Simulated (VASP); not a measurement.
# Ta in VASP: notebook

Aim: see how the results for Ta move with the level of theory and the settings. Levels: PBE, PBE+U. Tasks: single point, relaxation of the atoms.

All numbers are computed with VASP 6.6.1; they aren't measurements. Logs are shortened: lines on timing, memory, paths and dates and some standing lists are left out, and cuts for length are marked.

## Step 1: The cell of the first run

The cell holds a slab with vacuum, 3 atoms: a = 3.320 Å, b = 3.320 Å, c = 19.320 Å, α = 90.00°, β = 90.00°, γ = 90.00°.

## Step 2: Single point, PBE

Contents of INCAR:

```
PREC = Accurate
ENCUT = 520
EDIFF = 1E-7
ISMEAR = -1
SIGMA = 0.08
LREAL = False
LASPH = True
NELM = 60
ALGO = Normal
ISIF = 2
LWAVE = False
LCHARG = True
LDIPOL = True
IDIPOL = 3
DIPOL = 0.5 0.5 0.500
GGA = PE
LELF = True
LVHAR = True
LVACPOTAV = True
NBANDS = 24
```

Contents of KPOINTS:

```
Automatic mesh
0
Gamma
  12 12 1
```

Contents of POSCAR:

```
Ta
1.0
    3.3195547170      0.0000000000      0.0000000000
    0.0000000000      3.3195547170      0.0000000000
    0.0000000000      0.0000000000     19.3196000000
Ta
3
Direct
    0.0000000000      0.0000000000      0.4140884201
    0.5000000000      0.5000000000      0.5000000000
    0.0000000000      0.0000000000      0.5859115799
```

Potentials or basis: VASP PAW PBE potentials, release 64 (Ta_pv).

The run is started by

```console
$ cat potpaw_PBE.64/Ta_pv/POTCAR > POTCAR
$ mpirun -np 1 vasp_std > vasp.out
```

OUTCAR:

```text
PREC = Accurate
   ENCUT = 520
   EDIFF = 1E-7
   ISMEAR = -1
   LREAL = False
   LASPH = True
   NELM = 60
   ISIF = 2
   GGA = PE

 ion  position               nearest neighbor table
   1  0.000  0.000  0.414-   2 2.87   2 2.87   2 2.87   2 2.87   3 3.32
   2  0.500  0.500  0.500-   1 2.87   3 2.87   1 2.87   3 2.87   1 2.87   3 2.87   1 2.87   3 2.87

   3  0.000  0.000  0.586-   2 2.87   2 2.87   2 2.87   2 2.87   1 3.32

  LATTYP: Found a simple tetragonal cell.
 ALAT       =     3.3195547170
 C/A-ratio  =     5.8199372045

  Lattice vectors:

 A1 = (   3.3195547170,   0.0000000000,   0.0000000000)
 A2 = (   0.0000000000,   3.3195547170,   0.0000000000)
 A3 = (   0.0000000000,   0.0000000000,  19.3196000000)

Analysis of symmetry for initial positions (statically):
=====================================================================
 Subroutine PRICEL returns:
 Original cell was already a primitive cell.

 Routine SETGRP: Setting up the symmetry group for a
 simple tetragonal supercell.

 Subroutine GETGRP returns: Found 16 space group operations
 (whereof 16 operations were pure point group operations)
 out of a pool of 16 trial point group operations.

The static configuration has the point symmetry D_4h.

Analysis of symmetry for dynamics (positions and initial velocities):
=====================================================================
 Subroutine PRICEL returns:
 Original cell was already a primitive cell.

 Routine SETGRP: Setting up the symmetry group for a
 simple tetragonal supercell.

 Subroutine GETGRP returns: Found 16 space group operations
 (whereof 16 operations were pure point group operations)
 out of a pool of 16 trial point group operations.

The dynamic configuration has the point symmetry D_4h.

 Subroutine INISYM returns: Found 16 space group operations
 (whereof 16 operations are pure point group operations),
 and found     1 'primitive' translations

----------------------------------------------------------------------------------------

                                     Primitive cell

  volume of cell :     212.8912

  direct lattice vectors                    reciprocal lattice vectors
     3.319554717  0.000000000  0.000000000     0.301245223  0.000000000  0.000000000
     0.000000000  3.319554717  0.000000000     0.000000000  0.301245223  0.000000000
     0.000000000  0.000000000 19.319600000     0.000000000  0.000000000  0.051760906

  length of vectors
     3.319554717  3.319554717 19.319600000     0.301245223  0.301245223  0.051760906

  position of ions in fractional coordinates (direct lattice)
     0.000000000  0.000000000  0.414088420
     0.500000000  0.500000000  0.500000000
     0.000000000  0.000000000  0.585911580

  ion indices of the primitive-cell ions
   primitive index   ion index
                 1           1
                 2           2
                 3           3

----------------------------------------------------------------------------------------

 KPOINTS: Automatic mesh

Automatic generation of k-mesh.
 Grid dimensions read from file:
 generate k-points for:   12   12    1

 Generating k-lattice:

  Cartesian coordinates                     Fractional coordinates (reciprocal lattice)
     0.025103769  0.000000000  0.000000000     0.083333333  0.000000000  0.000000000
     0.000000000  0.025103769  0.000000000     0.000000000  0.083333333  0.000000000
     0.000000000  0.000000000  0.051760906     0.000000000  0.000000000  1.000000000

  Length of vectors
     0.025103769  0.025103769  0.051760906

  Shift w.r.t. Gamma in fractional coordinates (k-lattice)
     0.000000000  0.000000000  0.000000000

 Subroutine IBZKPT returns following result:
 ===========================================

 Found     28 irreducible k-points:

 Following reciprocal coordinates:
            Coordinates               Weight
  0.000000  0.000000  0.000000      1.000000
  0.083333  0.000000  0.000000      4.000000
  0.166667  0.000000  0.000000      4.000000
  0.250000  0.000000  0.000000      4.000000
  0.333333  0.000000  0.000000      4.000000
  0.416667  0.000000  0.000000      4.000000
[... 16 lines left out ...]
  0.333333  0.333333  0.000000      4.000000
  0.416667  0.333333  0.000000      8.000000
 [... further k-points ...]
   k-points           NKPTS =     28   k-points in BZ     NKDIM =     28   number of bands    NBANDS=     24
   number of dos      NEDOS =    301   number of ions     NIONS =      3
   total plane-waves  NPLWV = 112896
   dimension x,y,z NGX =    28 NGY =   28 NGZ =  144
   dimension x,y,z NGXF=    56 NGYF=   56 NGZF=  288
   ions per type =               3
   NGX,Y,Z   is equivalent  to a cutoff of  14.02, 14.02, 12.39 a.u.
   NGXF,Y,Z  is equivalent  to a cutoff of  28.05, 28.05, 24.78 a.u.
 SYSTEM =  unknown system
   PREC   = accura    normal or accurate (medium, high low for compatibility)
   ISTART =      0    job   : 0-new  1-cont  2-samecut
   ICHARG =      2    charge: 1-file 2-atom 10-const
   ISPIN  =      1    spin polarized calculation?
   LNONCOLLINEAR =      F non collinear calculations
   LSORBIT =      F    spin-orbit coupling
   LASPH  =      T    aspherical Exc in radial PAW
   ENCUT  =  520.0 eV  38.22 Ry    6.18 a.u.   6.17  6.17 35.92*2*pi/ulx,y,z
   NELM   =     60;   NELMIN=  2; NELMDL= -5     # of ELM steps
   EDIFF  = 0.1E-06   stopping-criterion for ELM
   LREAL  =      F    real-space projection
   EDIFFG = 0.1E-05   stopping-criterion for IOM
   NSW    =      0    number of steps for IOM
   IBRION =     -1    ionic relax: 0-MD 1-quasi-New 2-CG
   NFREE  =      0    steps in history (QN), initial steepest desc. (CG)
   ISIF   =      2    stress and relaxation
   ISYM   =      2    0-nonsym 1-usesym 2-fastsym
   POTIM  = 0.5000    time-step for ionic-motion
   TEBEG  =    0.0;   TEEND  =   0.0 temperature during run
   PSTRESS=    0.0 pullay stress
   NELECT =      33.0000    total number of electrons
   NUPDOWN=      -1.0000    fix difference up-down
   EMIN   =  10.00;   EMAX   =-10.00  energy-range for DOS
   EFERMI =   0.00;   METHOD = LEGACY
   ISMEAR =    -1;   SIGMA  =   0.08  broadening in eV -4-tet -1-fermi 0-gaus
   EFERMI_NEDOS =   21; number of points for ismear=-14 and -15
   IALGO  =     38    algorithm
   IMIX   =      4    mixing-type and parameters
[... 2 lines left out ...]
  volume/ion in A,a.u.               =      70.96       478.89
  Fermi-wavevector in a.u.,A,eV,Ry     =   0.879414  1.661852 10.522332  0.773370
  Thomas-Fermi vector in A             =   1.999635
   LORBIT       =      0    0 simple, 1 ext, 2 COOP (PROOUT), +10 PAW based schemes
   GGA     = PE    functional components
   LHFCALC =     F    Hartree Fock is set to
   AEXX    =    0.0000 exact exchange contribution
   IVDW    =     0    specifies the selected vdW correction
   LEPSILON=     F    determine dielectric tensor
   LRPA    =     F    only Hartree local field effects (RPA)
 non-spin polarized calculation
  energy-cutoff  :      520.00
  volume of cell :      212.89
 maximum number of plane-waves:      5760
 NGX is ok and might be reduce to    28
   NGX = 13   NGY = 13   NGZ = 71

 dipolmoment           0.000000      0.000000     -0.000000 electrons x Angstroem

 number of electron      32.9999997 magnetization

 dipolmoment           0.000000      0.000000      0.000000 electrons x Angstroem

 Free energy of the ion-electron system (eV)
  ---------------------------------------------------
  ext. energy  EPLUGINS =         0.00000000
  ---------------------------------------------------
  free energy    TOTEN  =       -31.55202519 eV

  energy without entropy =      -31.45426724  energy(sigma->0) =      -31.50314622

 E-fermi :  -1.1117     XC(G=0):  -4.5286

 val. band max:       -1.1118193843   @ k =   0.1667   0.0000   0.0000
 cond. band min:      -1.0780408670   @ k =   0.0833   0.0833   0.0000
 fundamental gap:      0.0337785173
 Fermi energy:        -1.1117021518

 k-point     1 :       0.0000    0.0000    0.0000
  band No.  band energies     occupation
      1     -36.1631      2.00000
      2     -36.1396      2.00000
      3     -35.9212      2.00000
      4     -35.9212      2.00000
      5     -35.8340      2.00000
      6     -35.8340      2.00000
[... 16 lines left out ...]
     23       1.4532      0.00000
     24       2.3261      0.00000

 k-point     2 :       0.0833    0.0000    0.0000
  band No.  band energies     occupation
      1     -36.1721      2.00000
      2     -36.1364      2.00000
      3     -35.9257      2.00000
      4     -35.9153      2.00000
      5     -35.8558      2.00000
      6     -35.8329      2.00000
[... 16 lines left out ...]
     23       1.1962      0.00000
     24       2.0915      0.00000

 k-point     3 :       0.1667    0.0000    0.0000
  band No.  band energies     occupation
      1     -36.1955      2.00000
      2     -36.1279      2.00000
      3     -35.9399      2.00000
      4     -35.9119      2.00000
      5     -35.8991      2.00000
      6     -35.8298      2.00000
[... 16 lines left out ...]
     23       1.2265      0.00000
     24       1.4448      0.00000

 k-point     4 :       0.2500    0.0000    0.0000
  band No.  band energies     occupation
      1     -36.2255      2.00000
      2     -36.1187      2.00000
      3     -35.9805      2.00000
      4     -35.9634      2.00000
      5     -35.8761      2.00000
      6     -35.8256      2.00000
[... 16 lines left out ...]
     23       1.0329      0.00000
     24       1.2818      0.00000

 k-point     5 :       0.3333    0.0000    0.0000
  band No.  band energies     occupation
      1     -36.2530      2.00000
      2     -36.1193      2.00000
      3     -36.0345      2.00000
      4     -35.9917      2.00000
      5     -35.8521      2.00000
      6     -35.8214      2.00000
[... 16 lines left out ...]
     23       1.0282      0.00000
     24       1.1261      0.00000

 k-point     6 :       0.4167    0.0000    0.0000
  band No.  band energies     occupation
      1     -36.2716      2.00000
      2     -36.1380      2.00000
      3     -36.0533      2.00000
      4     -36.0154      2.00000
      5     -35.8337      2.00000
      6     -35.8184      2.00000
[... 16 lines left out ...]
     23       1.2445      0.00000
     24       1.4136      0.00000
[... 379 lines left out ...]
 k-point    21 :       0.4167    0.2500    0.0000
  band No.  band energies     occupation
      1     -36.2238      2.00000
      2     -36.0818      2.00000
      3     -36.0732      2.00000
      4     -36.0418      2.00000
      5     -35.9719      2.00000
      6     -35.9120      2.00000
[... 16 lines left out ...]
     23       1.8794      0.00000
     24       2.8259      0.00000

 k-point    22 :       0.5000    0.2500    0.0000
  band No.  band energies     occupation
      1     -36.2280      2.00000
      2     -36.0887      2.00000
      3     -36.0785      2.00000
      4     -36.0465      2.00000
      5     -35.9762      2.00000
      6     -35.9080      2.00000
[... 16 lines left out ...]
     23       1.8813      0.00000
     24       2.7413      0.00000

 k-point    23 :       0.3333    0.3333    0.0000
  band No.  band energies     occupation
      1     -36.2018      2.00000
      2     -36.0963      2.00000
      3     -36.0583      2.00000
      4     -36.0084      2.00000
      5     -36.0044      2.00000
      6     -35.9569      2.00000
[... 16 lines left out ...]
     23       2.2916      0.00000
     24       2.8061      0.00000

 k-point    24 :       0.4167    0.3333    0.0000
  band No.  band energies     occupation
      1     -36.1986      2.00000
      2     -36.1156      2.00000
      3     -36.0482      2.00000
      4     -36.0362      2.00000
      5     -36.0260      2.00000
      6     -35.9577      2.00000
[... 16 lines left out ...]
     23       2.3430      0.00000
     24       3.0826      0.00000

 [... further k-points ...]

------------------------ aborting loop because EDIFF is reached ----------------------------------------

  FORCE on cell =-STRESS in cart. coord.  units (eV):
  Direction    XX          YY          ZZ          XY          YZ          ZX
  --------------------------------------------------------------------------------------
  -------------------------------------------------------------------------------------
  Total       -6.9651688     -6.9651688     -6.0299134      0.0000000      0.0000000     -0.0000000
  in kB      -52.4184812    -52.4184812    -45.3799345      0.0000000      0.0000000     -0.0000000
  external PRESSURE =     -50.0722990 kB  Pullay stress =       0.0000000 kB

 VOLUME and BASIS-vectors are now :
 -----------------------------------------------------------------------------
  energy-cutoff  :      520.00
  volume of cell :      212.89
      direct lattice vectors                 reciprocal lattice vectors
     3.319554717  0.000000000  0.000000000     0.301245223  0.000000000  0.000000000
     0.000000000  3.319554717  0.000000000     0.000000000  0.301245223  0.000000000
     0.000000000  0.000000000 19.319600000     0.000000000  0.000000000  0.051760906

 POSITION                                       TOTAL-FORCE (eV/Angst)
 -----------------------------------------------------------------------------------
      0.00000      0.00000      8.00002         0.000000      0.000000      1.811460
      1.65978      1.65978      9.65980         0.000000      0.000000      0.000000
      0.00000      0.00000     11.31958        -0.000000      0.000000     -1.811460
 -----------------------------------------------------------------------------------
    total drift:                               -0.000000     -0.000000      0.000000

  FREE ENERGIE OF THE ION-ELECTRON SYSTEM (eV)
  ---------------------------------------------------
  free  energy   TOTEN  =       -31.5520251904 eV

  energy  without entropy=      -31.4542672399  energy(sigma->0) =      -31.50314622

 vacuum level on the upper side and lower side of the slab         2.713         2.713
```

Run time: 2.4 min. Hardware: 1 thread of Intel Xeon 6975P-C (Granite Rapids), shared host; peak memory 0.36 GiB.

Results:

* Free energy: -31.5520 eV
* Largest force: 1.811 eV/Å

Forces in eV/Å, atoms in the order of the input:
```
Ta   0.000  0.000  1.811
Ta   0.000  0.000  0.000
Ta   0.000  0.000 -1.811
```

Levels at points of the mesh, in eV from the Fermi level:
```csv
k point,band 14,band 15,band 16,band 17,band 18,band 19
"(0.00, 0.00, 0.00)",-1.43,-0.34,-0.04,0.26,0.26,0.88
"(0.50, 0.00, 0.00)",-1.16,-1.01,-0.94,-0.53,0.89,1.03
"(0.50, 0.50, 0.00)",-1.74,-1.27,-1.27,1.39,1.39,1.99
```

Caveat: spin-orbit coupling is left out, which moves the levels of the heavy elements.

(Part 1 of 2 ends here.)
